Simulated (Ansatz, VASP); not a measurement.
**Two plane-wave programs on Co**

```
CELL_PARAMETERS angstrom
2.50710 0.00000 0.00000
-1.25355 2.17121 0.00000
0.00000 0.00000 4.06860
ATOMIC_POSITIONS crystal
Co 0.33333 0.66667 0.25000
Co 0.66667 0.33333 0.75000
```

Alike in both runs: task relaxation of cell and atoms; functional RPBE; k mesh 14 × 14 × 8; occupations fermi-dirac, width 0.05 eV; collinear spin.

|  | VASP | Ansatz |
| --- | --- | --- |
| version | VASP 6.6.1 | Ansatz 0.2.0 |
| potentials or method | VASP PAW PBE potentials, release 64 (Co), cutoff 600 eV | plane waves (420 eV) with PAW, scalar-relativistic |
| valence electrons in the cell | 18 | 34 |

|  | VASP | Ansatz | Ansatz less VASP |
| --- | --- | --- | --- |
| net moment per atom (μB) | 1.63 | 1.66 | +0.025 |
| size of the moment on the site where the two differ most (μB) | 1.66 | 1.74 | +0.081 |
| relaxed volume (Å³/atom) | 11.14 | 11.18 | +0.042 |
| relaxed cell length with the largest relative difference (Å) | 4.062 | 4.069 | +0.0074 |

VASP's potentials were made for PBE, not for RPBE. Site moments also hang on the region over which each program counts them. VASP's potentials hold 18 valence electrons a cell and Ansatz's 34, so a difference there can come from the potentials and not from the codes.
